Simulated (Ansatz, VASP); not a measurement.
## Zn: VASP beside Ansatz

The input INCAR:

```
SYSTEM = Zn
ALGO = Normal
EDIFF = 1E-6
ENCUT = 520
GGA = RP
ISIF = 2
ISMEAR = -1
LASPH = .True.
LCHARG = .False.
LREAL = .False.
LWAVE = .False.
NBANDS = 19
NELM = 80
PREC = Accurate
SIGMA = 0.1
```

The input KPOINTS:

```
k-points
0
Gamma
  22 22 10
  0 0 0
```

The input POSCAR:

```
Zn
1.0
    2.6175674089      0.0000000000      0.0000000000
   -1.3087837044      2.2668798722      0.0000000000
    0.0000000000      0.0000000000      4.9193828731
Zn
2
Direct
    0.3333333333      0.6666666667      0.2500000000
    0.6666666667      0.3333333333      0.7500000000
```

Input for Ansatz:

```yaml
crystal:
  lattice:
    - [2.6175674089, 0.0, 0.0]
    - [-1.3087837044, 2.2668798722, 0.0]
    - [0.0, 0.0, 4.9193828731]
  atoms:
    - { symbol: Zn, position: [0.3333333333, 0.6666666667, 0.25] }
    - { symbol: Zn, position: [0.6666666667, 0.3333333333, 0.75] }
hamiltonian:
  xc: rpbe
  pseudopotentials:
    kind: paw
    azcp:
      Zn: "pseudopotentials/Zn.paw.azcp"
basis:
  ecutwfc: 420
  fft_grid_basis: typed
kpoints:
  mp_grid: { grid: [22, 22, 10], shift: [0, 0, 0] }
magnetization:
  spin_polarized: false
scf:
  occupations: { method: fermi_dirac, width: 0.1 }
output:
  stress: true
```

Alike in both runs: task single point; functional RPBE; k mesh 22 × 22 × 10; occupations fermi-dirac, width 0.1 eV; no spin polarisation.

|  | VASP | Ansatz |
| --- | --- | --- |
| version | VASP 6.6.1 | Ansatz 0.2.0 |
| potentials or method | VASP PAW PBE potentials, release 64 (Zn), cutoff 520 eV | plane waves (420 eV) with PAW, scalar-relativistic |
| valence electrons in the cell | 24 | 24 |

```tsv
	VASP	Ansatz	Ansatz less VASP
pressure (GPa)	7.2	6.7	-0.46
traceless stress, the component that is largest in VASP (GPa)	-1.83	-1.63	+0.200
```

VASP's potentials were made for PBE, not for RPBE. The functional is the same, so the differences come from potentials, cutoffs and numerics.
